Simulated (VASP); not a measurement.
Wanted: the native input for a VASP 6.6.1 run.

```yaml
Task: single point
Functional: LDA
Potentials_or_basis: VASP PAW LDA potentials, release 64 (La, Pb_d)
Cutoff: 520 eV
k_mesh: 5 × 5 × 5
Occupations: gaussian, width 0.1 eV
Spin: no spin polarisation
Dipole_correction: no
Further_INCAR_settings: ALGO = Normal; EDIFF = 1e-06; NBANDS = 34
```

The structure of LaPb3 lies in POSCAR:

```
LaPb3
1.0
    4.8518804089      0.0000000000      0.0000000000
    0.0000000000      4.8518804089      0.0000000000
    0.0000000000      0.0000000000      4.8518804089
La Pb
1 3
Direct
    0.0000000000      0.0000000000      0.0000000000
    0.0000000000      0.5000000000      0.5000000000
    0.5000000000      0.0000000000      0.5000000000
    0.5000000000      0.5000000000      0.0000000000
```

The input as run:

INCAR

```
PREC = Accurate
ENCUT = 520
EDIFF = 1E-6
ISMEAR = 0
SIGMA = 0.1
LREAL = F
LASPH = T
NELM = 80
ALGO = Normal
ISIF = 2
LWAVE = F
LCHARG = T
GGA = CA
LELF = T
LVHAR = T
NBANDS = 34
```

KPOINTS

```
Automatic mesh
0
Gamma
  5 5 5
```

Potentials or basis: VASP PAW LDA potentials, release 64 (La, Pb_d).

Launch:

```bash
$ cat potpaw_LDA.64/La/POTCAR potpaw_LDA.64/Pb_d/POTCAR > POTCAR
$ mpirun -np 1 vasp_std > vasp.out
```

It gave:

```yaml
Pressure: -0.6 GPa
```

It took 26 s on 1 thread of Intel(R) Xeon(R) Platinum 8375C CPU @ 2.90GHz (Ice Lake), on a shared host, peak memory 0.19 GiB.
